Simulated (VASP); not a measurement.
Input of a VASP 6.6.1 run:

File INCAR:

```
ALGO = Normal ; EDIFF = 1E-6
EDIFFG = -0.02 ; ENCUT = 520
GGA = PE ; IBRION = 2
ISIF = 2 ; ISMEAR = -1
LASPH = True ; LCHARG = False
LREAL = False ; LWAVE = False
NELM = 80 ; NSW = 80
PREC = Accurate ; SIGMA = 0.05
```

KPOINTS

```
k-points
0
Gamma
  14 14 14
```

POSCAR

```
Ge
1.0
    0.0000000000      2.7709307361      2.7709307361
    2.7709307361      0.0000000000      2.7709307361
    2.7709307361      2.7709307361      0.0000000000
Ge
2
Direct
    0.0000000000      0.0000000000      0.0000000000
    0.2500000000      0.2500000000      0.2500000000
```

Potentials or basis: VASP PAW PBE potentials, release 64 (Ge_d).

Command:

```sh
$ cat potpaw_PBE.64/Ge_d/POTCAR > POTCAR
$ mpirun -np 1 vasp_std > vasp.out
```

Problem. Estimate the band gap on the k mesh.

Solution. 0.38 eV (least direct gap 0.62 eV).

Final structure:
```yaml
crystal:
  lattice:
    - [0.00000, 2.77093, 2.77093]
    - [2.77093, 0.00000, 2.77093]
    - [2.77093, 2.77093, 0.00000]
  atoms:
    - { symbol: Ge, position: [0.00000, 0.00000, 0.00000] }
    - { symbol: Ge, position: [0.25000, 0.25000, 0.25000] }
```

Caveat: the relaxation stopped at its first step, so nothing moved. A k mesh can miss the band edges.
